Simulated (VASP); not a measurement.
Here is a VASP 6.6.1 calculation.

Contents of INCAR:

```
SYSTEM = CuSn2O2
ALGO = Normal
DIPOL = 0.5 0.5 0.311
EDIFF = 1E-6
ENCUT = 610
GGA = PE
GGA_COMPAT = .False.
IDIPOL = 3
ISIF = 2
ISMEAR = 0
ISPIN = 2
IVDW = 12
LASPH = .True.
LCHARG = .False.
LDIPOL = .True.
LMAXMIX = 4
LORBIT = 11
LREAL = .False.
LWAVE = .False.
MAGMOM = 0 0 0 0 1
NBANDS = 42
NELM = 200
NELMDL = -8
PREC = Accurate
SIGMA = 0.05
```

File KPOINTS:

```
k-points
0
Gamma
  7 7 1
  0 0 0
```

File POSCAR:

```
CuSn2O2
1.0
    3.8201708766      0.0000000000      0.0000000000
    0.0000000000      3.8201708766      0.0000000000
    0.0000000000      0.0000000000     19.3630360333
Sn O Cu
2 2 1
Direct
    0.5000000000      0.0000000000      0.2065791745
    0.0000000000      0.5000000000      0.3286176828
    0.0000000000      0.0000000000      0.2675984287
    0.5000000000      0.5000000000      0.2675984287
    0.3750000000      1.0000000000      0.4835520637
```

Potentials or basis: VASP PAW PBE potentials, release 64 (Sn_d, O, Cu_sv_GW).

Run with:

```sh
$ cat potpaw_PBE.64/Sn_d/POTCAR potpaw_PBE.64/O/POTCAR potpaw_PBE.64/Cu_sv_GW/POTCAR > POTCAR
$ mpirun -np 1 vasp_std > vasp.out
```

Estimate the dispersion energy per atom.

-0.169 eV.

Predict the largest force.

0.234 eV/Å.

Forces in eV/Å, atoms in the order of the input:
```
Sn   0.007  0.000 -0.055
Sn   0.075  0.000  0.219
O   -0.010  0.000  0.018
O   -0.001  0.000  0.040
Cu  -0.070  0.000 -0.223
```
